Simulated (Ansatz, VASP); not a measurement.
# Two plane-wave programs on SeO

The input INCAR:

```
  ALGO = Normal
  EDIFF = 1E-7
  EDIFFG = -0.01
  ENCUT = 600
  GGA = PE
  IBRION = 2
  ISIF = 3
  ISMEAR = 0
  LASPH = T
  LCHARG = F
  LREAL = F
  LWAVE = F
  NELM = 80
  NSW = 100
  PREC = Accurate
  SIGMA = 0.1
```

Contents of KPOINTS:

```
k-points
0
Gamma
  18 18 18
```

Contents of POSCAR:

```
SeO
1.0
    2.9204549322      0.0000000000      0.0000000000
    0.0000000000      2.9204549322      0.0000000000
    0.0000000000      0.0000000000      2.9204549322
Se O
1 1
Direct
    0.5000000000      0.5000000000      0.5000000000
    0.0000000000      0.0000000000      0.0000000000
```

Input for Ansatz:

```yaml
crystal:
  lattice:
    - [2.9204549322, 0.0, 0.0]
    - [0.0, 2.9204549322, 0.0]
    - [0.0, 0.0, 2.9204549322]
  atoms:
    - { symbol: Se, position: [0.5, 0.5, 0.5] }
    - { symbol: O, position: [0.0, 0.0, 0.0] }
basis:
  ecutwfc: 420
kpoints:
  mp_grid: { grid: [18, 18, 18] }
hamiltonian:
  xc: pbe
scf:
  occupations: { method: gaussian, width: 0.1 }
output:
  forces: true
  stress: true
  eigenvalues: true
relax:
  adjacent_minimum: "off"
  f_tol: 0.01
  max_steps: 80
  cell: { stress_tol: 0.05 }
```

Alike in both runs: task relaxation of cell and atoms; functional PBE; k mesh 18 × 18 × 18; occupations gaussian, width 0.1 eV; no spin polarisation.

|  | VASP | Ansatz |
| --- | --- | --- |
| version | VASP 6.6.1 | Ansatz 0.2.0 |
| potentials or method | VASP PAW PBE potentials, release 64 (Se, O), cutoff 600 eV | scalar-relativistic, plane waves, PAW |
| valence electrons in the cell | 12 | 22 |

Ansatz gave:

| Item | Value |
| --- | --- |
| gap on the k mesh at the Fermi level, each at its own relaxed structure (eV) | none |
| relaxed volume (Å³/atom) | 12.52 |
| relaxed length of the cell vector where the two differ most in proportion (Å) | 2.926 |

**Question.** What did VASP give for the same quantities?

**Answer.** gap on the k mesh at the Fermi level, each at its own relaxed structure (eV): none; relaxed volume (Å³/atom): 12.50; relaxed length of the cell vector where the two differ most in proportion (Å): 2.924.

A gap of «none» marks a metal or a gap that the smearing closes. VASP's potentials hold 12 valence electrons a cell and Ansatz's 22, so a difference there can come from the potentials and not from the codes.
